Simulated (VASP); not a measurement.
# Nb (R3m) in VASP: single point with PBEsol

Aim: the single point of Nb with PBEsol.

Program: VASP 6.6.1. These are calculated values, not measurements. Logs are shortened: lines on timing, memory, paths and dates and some standing lists are left out, and cuts for length are marked.

### Step 1. The cell of the first run

Symmetry: R3m, No. 160, trigonal system. The conventional cell has a = 9.413 Å, b = 9.413 Å, c = 5.764 Å, α = 90.00°, β = 90.00°, γ = 120.00°. Within 3.9 Å of Nb (site symmetry 3m) lie 12 Nb at 2.92 to 3.38 Å. Nb (site symmetry m) has 12 Nb at 2.55 to 3.38 Å within 3.4 Å. Within 3.4 Å of Nb (site symmetry m) lie 12 Nb at 2.55 to 3.35 Å.

### Step 2. Single point, PBEsol

Contents of INCAR:

```
SYSTEM = Nb
PREC     = Accurate       ! precision mode
ENCUT    = 400            ! plane-wave cutoff, eV
EDIFF    = 1E-6           ! SCF threshold, eV
ISMEAR   = -1             ! smearing method
SIGMA    = 0.1            ! smearing width, eV
LREAL    = .FALSE.        ! projectors in reciprocal space
LASPH    = .TRUE.         ! aspherical terms in the spheres
NELM     = 120            ! most SCF steps
ALGO     = Normal         ! electronic algorithm
ISIF     = 2              ! what is computed and relaxed
LWAVE    = .FALSE.        ! write WAVECAR
LCHARG   = .FALSE.        ! write CHGCAR
GGA      = PS             ! functional
NBANDS   = 54             ! bands
GGA_COMPAT= .FALSE.
```

Contents of KPOINTS:

```
Automatic mesh
0
G
  2 2 2
  0 0 0
```

Contents of POSCAR:

```
Nb
1.0
   -3.3279000000      3.3279000000      3.3279000000
    3.3279000000     -3.3279000000      3.3279000000
    3.3279000000      3.3279000000     -3.3279000000
Nb
7
Direct
    0.0000000000      0.0000000000      0.2354160281
    0.0000000000      0.4650972084      0.0013516031
    0.0000000000      0.5412386189      0.4639550467
    0.4650972084      0.0000000000      0.0013516031
    0.5412386189      0.0000000000      0.4639550467
    0.4587613811      0.4587613811     -0.0772835722
    0.5349027916      0.5349027916      0.5362543947
```

Potentials or basis: VASP PAW PBE potentials, release 64 (Nb_sv).

Started as:

```sh
$ cat potpaw_PBE.64/Nb_sv/POTCAR > POTCAR
$ mpirun -np 1 vasp_std > vasp.out
```

OUTCAR:

```text
SYSTEM = Nb
   PREC = Accurate
   ENCUT = 400
   EDIFF = 1E-6
   ISMEAR = -1
   LREAL = .FALSE.
   LASPH = .TRUE.
   NELM = 120
   ISIF = 2
   GGA = PS

 ion  position               nearest neighbor table
   1  0.000  0.000  0.235-   7 2.92   2 2.92   4 2.92   5 2.95   3 2.95   6 2.95
   2  0.000  0.465  0.001-   3 2.55   6 2.84   5 2.84   1 2.92   5 2.98   6 2.98
   3  0.000  0.541  0.464-   2 2.55   4 2.84   7 2.84   1 2.95   7 2.98   4 2.98
   4  0.465  0.000  0.001-   5 2.55   6 2.84   3 2.84   1 2.92   3 2.98   6 2.98
   5  0.541  0.000  0.464-   4 2.55   2 2.84   7 2.84   1 2.95   7 2.98   2 2.98
   6  0.459  0.459  0.923-   7 2.55   4 2.84   2 2.84   1 2.95   4 2.98   2 2.98
   7  0.535  0.535  0.536-   6 2.55   5 2.84   3 2.84   1 2.92   3 2.98   5 2.98

  LATTYP: Found a body centered cubic cell.
 ALAT       =     6.6558000000

  Lattice vectors:

 A1 = (  -3.3279000000,   3.3279000000,   3.3279000000)
 A2 = (   3.3279000000,  -3.3279000000,   3.3279000000)
 A3 = (   3.3279000000,   3.3279000000,  -3.3279000000)

Analysis of symmetry for initial positions (statically):
=====================================================================
 Subroutine PRICEL returns:
 Original cell was already a primitive cell.

 Routine SETGRP: Setting up the symmetry group for a
 body centered cubic supercell.

 Subroutine GETGRP returns: Found  6 space group operations
 (whereof  6 operations were pure point group operations)
 out of a pool of 48 trial point group operations.

The static configuration has the point symmetry C_3v.

Analysis of symmetry for dynamics (positions and initial velocities):
=====================================================================
 Subroutine PRICEL returns:
 Original cell was already a primitive cell.

 Routine SETGRP: Setting up the symmetry group for a
 body centered cubic supercell.

 Subroutine GETGRP returns: Found  6 space group operations
 (whereof  6 operations were pure point group operations)
 out of a pool of 48 trial point group operations.

The dynamic configuration has the point symmetry C_3v.

 Subroutine INISYM returns: Found  6 space group operations
 (whereof  6 operations are pure point group operations),
 and found     1 'primitive' translations

----------------------------------------------------------------------------------------

                                     Primitive cell

  volume of cell :     147.4249

  direct lattice vectors                    reciprocal lattice vectors
    -3.327900000  3.327900000  3.327900000     0.000000000  0.150244899  0.150244899
     3.327900000 -3.327900000  3.327900000     0.150244899  0.000000000  0.150244899
     3.327900000  3.327900000 -3.327900000     0.150244899  0.150244899  0.000000000

  length of vectors
     5.764091883  5.764091883  5.764091883     0.212478374  0.212478374  0.212478374

  position of ions in fractional coordinates (direct lattice)
     0.000000000  0.000000000  0.235416028
     0.000000000  0.465097208  0.001351603
     0.000000000  0.541238619  0.463955047
     0.465097208  0.000000000  0.001351603
     0.541238619  0.000000000  0.463955047
     0.458761381  0.458761381  0.922716428
     0.534902792  0.534902792  0.536254395

  ion indices of the primitive-cell ions
   primitive index   ion index
                 1           1
                 2           2
                 3           3
                 4           4
                 5           5
                 6           6
                 7           7

----------------------------------------------------------------------------------------

 KPOINTS: Automatic mesh

Automatic generation of k-mesh.
 Grid dimensions read from file:
 generate k-points for:    2    2    2

 Generating k-lattice:

  Cartesian coordinates                     Fractional coordinates (reciprocal lattice)
     0.000000000  0.075122450  0.075122450     0.500000000  0.000000000  0.000000000
     0.075122450  0.000000000  0.075122450     0.000000000  0.500000000  0.000000000
     0.075122450  0.075122450  0.000000000     0.000000000  0.000000000  0.500000000

  Length of vectors
     0.106239187  0.106239187  0.106239187

  Shift w.r.t. Gamma in fractional coordinates (k-lattice)
     0.000000000  0.000000000  0.000000000

 Subroutine IBZKPT returns following result:
 ===========================================

 Found      4 irreducible k-points:

 Following reciprocal coordinates:
            Coordinates               Weight
  0.000000  0.000000  0.000000      1.000000
  0.500000  0.000000  0.000000      3.000000
  0.000000  0.000000  0.500000      3.000000
  0.500000  0.500000  0.500000      1.000000
   k-points           NKPTS =      4   k-points in BZ     NKDIM =      4   number of bands    NBANDS=     54
   number of dos      NEDOS =    301   number of ions     NIONS =      7
   total plane-waves  NPLWV =  64000
   dimension x,y,z NGX =    40 NGY =   40 NGZ =   40
   dimension x,y,z NGXF=    80 NGYF=   80 NGZF=   80
   ions per type =               7
   NGX,Y,Z   is equivalent  to a cutoff of  11.54, 11.54, 11.54 a.u.
   NGXF,Y,Z  is equivalent  to a cutoff of  23.07, 23.07, 23.07 a.u.
 SYSTEM =  Nb
   PREC   = accura    normal or accurate (medium, high low for compatibility)
   ISTART =      0    job   : 0-new  1-cont  2-samecut
   ICHARG =      2    charge: 1-file 2-atom 10-const
   ISPIN  =      1    spin polarized calculation?
   LNONCOLLINEAR =      F non collinear calculations
   LSORBIT =      F    spin-orbit coupling
   LASPH  =      T    aspherical Exc in radial PAW
   ENCUT  =  400.0 eV  29.40 Ry    5.42 a.u.   9.40  9.40  9.40*2*pi/ulx,y,z
   NELM   =    120;   NELMIN=  2; NELMDL= -5     # of ELM steps
   EDIFF  = 0.1E-05   stopping-criterion for ELM
   LREAL  =      F    real-space projection
   EDIFFG = 0.1E-04   stopping-criterion for IOM
   NSW    =      0    number of steps for IOM
   IBRION =     -1    ionic relax: 0-MD 1-quasi-New 2-CG
   NFREE  =      0    steps in history (QN), initial steepest desc. (CG)
   ISIF   =      2    stress and relaxation
   ISYM   =      2    0-nonsym 1-usesym 2-fastsym
   POTIM  = 0.5000    time-step for ionic-motion
   TEBEG  =    0.0;   TEEND  =   0.0 temperature during run
   PSTRESS=    0.0 pullay stress
   NELECT =      91.0000    total number of electrons
   NUPDOWN=      -1.0000    fix difference up-down
   EMIN   =  10.00;   EMAX   =-10.00  energy-range for DOS
   EFERMI =   0.00;   METHOD = LEGACY
   ISMEAR =    -1;   SIGMA  =   0.10  broadening in eV -4-tet -1-fermi 0-gaus
   EFERMI_NEDOS =   21; number of points for ismear=-14 and -15
   IALGO  =     38    algorithm
   IMIX   =      4    mixing-type and parameters
     AMIX     =   0.40;   BMIX     =  1.00
     AMIX_MAG =   1.60;   BMIX_MAG =  1.00
  volume/ion in A,a.u.               =      21.06       142.12
  Fermi-wavevector in a.u.,A,eV,Ry     =   1.393900  2.634090 26.435547  1.942958
  Thomas-Fermi vector in A             =   2.517502
   LORBIT       =      0    0 simple, 1 ext, 2 COOP (PROOUT), +10 PAW based schemes
   GGA     = PS    functional components
   LHFCALC =     F    Hartree Fock is set to
   AEXX    =    0.0000 exact exchange contribution
   IVDW    =     0    specifies the selected vdW correction
   LEPSILON=     F    determine dielectric tensor
   LRPA    =     F    only Hartree local field effects (RPA)
 non-spin polarized calculation
  energy-cutoff  :      400.00
  volume of cell :      147.42
 maximum number of plane-waves:      2718
 NGX is ok and might be reduce to    40
   NGX = 19   NGY = 19   NGZ = 19

 number of electron      91.0000011 magnetization

 Free energy of the ion-electron system (eV)
  ---------------------------------------------------
  ext. energy  EPLUGINS =         0.00000000
  ---------------------------------------------------
  free energy    TOTEN  =       -72.87775708 eV

  energy without entropy =      -72.61363350  energy(sigma->0) =      -72.74569529

 E-fermi :   9.1769     XC(G=0): -11.7329

 val. band max:        9.0734679065   @ k =   0.5000   0.5000   0.5000
 cond. band min:       9.2089634088   @ k =   0.0000   0.0000   0.5000
 fundamental gap:      0.1354955024
 Fermi energy:         9.1768768188

 k-point     1 :       0.0000    0.0000    0.0000
  band No.  band energies     occupation
      1     -45.5978      2.00000
      2     -45.4680      2.00000
      3     -45.3455      2.00000
      4     -45.3455      2.00000
      5     -45.2481      2.00000
      6     -45.2481      2.00000
[... 46 lines left out ...]
     53      11.5276      0.00000
     54      11.5982      0.00000

 k-point     2 :       0.5000    0.0000    0.0000
  band No.  band energies     occupation
      1     -45.5749      2.00000
      2     -45.4483      2.00000
      3     -45.3946      2.00000
      4     -45.3480      2.00000
      5     -45.2426      2.00000
      6     -45.2100      2.00000
[... 46 lines left out ...]
     53      11.0010      0.00000
     54      11.0851      0.00000

 k-point     3 :       0.0000    0.0000    0.5000
  band No.  band energies     occupation
      1     -45.5808      2.00000
      2     -45.4103      2.00000
      3     -45.3909      2.00000
      4     -45.3903      2.00000
      5     -45.2194      2.00000
      6     -45.2019      2.00000
[... 46 lines left out ...]
     53      10.5063      0.00000
     54      11.0042      0.00000

 k-point     4 :       0.5000    0.5000    0.5000
  band No.  band energies     occupation
      1     -45.5705      2.00000
      2     -45.3953      2.00000
      3     -45.3831      2.00000
      4     -45.3831      2.00000
      5     -45.2433      2.00000
      6     -45.2433      2.00000
[... 46 lines left out ...]
     53      10.8631      0.00000
     54      11.4510      0.00000

------------------------ aborting loop because EDIFF is reached ----------------------------------------

  FORCE on cell =-STRESS in cart. coord.  units (eV):
  Direction    XX          YY          ZZ          XY          YZ          ZX
  --------------------------------------------------------------------------------------
  -------------------------------------------------------------------------------------
  Total      -13.3740922    -13.3740922    -13.3740922     -0.3121135      0.3121135      0.3121135
  in kB     -145.3463398   -145.3463398   -145.3463398     -3.3919726      3.3919726      3.3919726
  external PRESSURE =    -145.3463398 kB  Pullay stress =       0.0000000 kB

 VOLUME and BASIS-vectors are now :
 -----------------------------------------------------------------------------
  energy-cutoff  :      400.00
  volume of cell :      147.42
      direct lattice vectors                 reciprocal lattice vectors
    -3.327900000  3.327900000  3.327900000     0.000000000  0.150244899  0.150244899
     3.327900000 -3.327900000  3.327900000     0.150244899  0.000000000  0.150244899
     3.327900000  3.327900000 -3.327900000     0.150244899  0.150244899  0.000000000

 POSITION                                       TOTAL-FORCE (eV/Angst)
 -----------------------------------------------------------------------------------
      0.78344      0.78344     -0.78344        -0.013855     -0.013855      0.013855
      1.55229     -1.54330      1.54330         0.005767     -0.005170      0.005170
      3.34518     -0.25719      0.25719        -0.008019      0.013224     -0.013224
     -1.54330      1.55229      1.54330        -0.005170      0.005767      0.005170
     -0.25719      3.34518      0.25719         0.013224     -0.008019     -0.013224
      3.07071      3.07071     -0.01728         0.013224      0.013224      0.008019
      1.78460      1.78460      1.77561        -0.005170     -0.005170     -0.005767
 -----------------------------------------------------------------------------------
    total drift:                               -0.000531     -0.000531      0.000531

  FREE ENERGIE OF THE ION-ELECTRON SYSTEM (eV)
  ---------------------------------------------------
  free  energy   TOTEN  =       -72.8777570788 eV

  energy  without entropy=      -72.6136334958  energy(sigma->0) =      -72.74569529
```

Run time: 36 s. Hardware: 1 thread of Intel Xeon Platinum 8259CL at 2.50GHz (Skylake/Cascade Lake), shared host; peak memory 0.22 GiB.

What came out:

- Free energy: -72.8778 eV
- Pressure: -14.5 GPa
- Largest force: 0.024 eV/Å
- Band gap on the k mesh: zero (an odd number of electrons rules out a gap without spin polarisation)

Forces on the atoms (eV/Å):
```
Nb  -0.014 -0.014  0.014
Nb   0.006 -0.005  0.005
Nb  -0.008  0.013 -0.013
Nb  -0.005  0.006  0.005
Nb   0.013 -0.008 -0.013
Nb   0.013  0.013  0.008
Nb  -0.005 -0.005 -0.006
```

Stress tensor (GPa, compression positive):
```
-14.53  -0.34   0.34
 -0.34 -14.53   0.34
  0.34   0.34 -14.53
```

Caveat: the k points lie up to 0.67 Å⁻¹ apart, too coarse for converged energies and pressures of a metal; the PAW data sets were made with another functional, which shifts forces and pressure a little.

The gap in the log of VASP goes by the Fermi energy; the results here count the filled bands.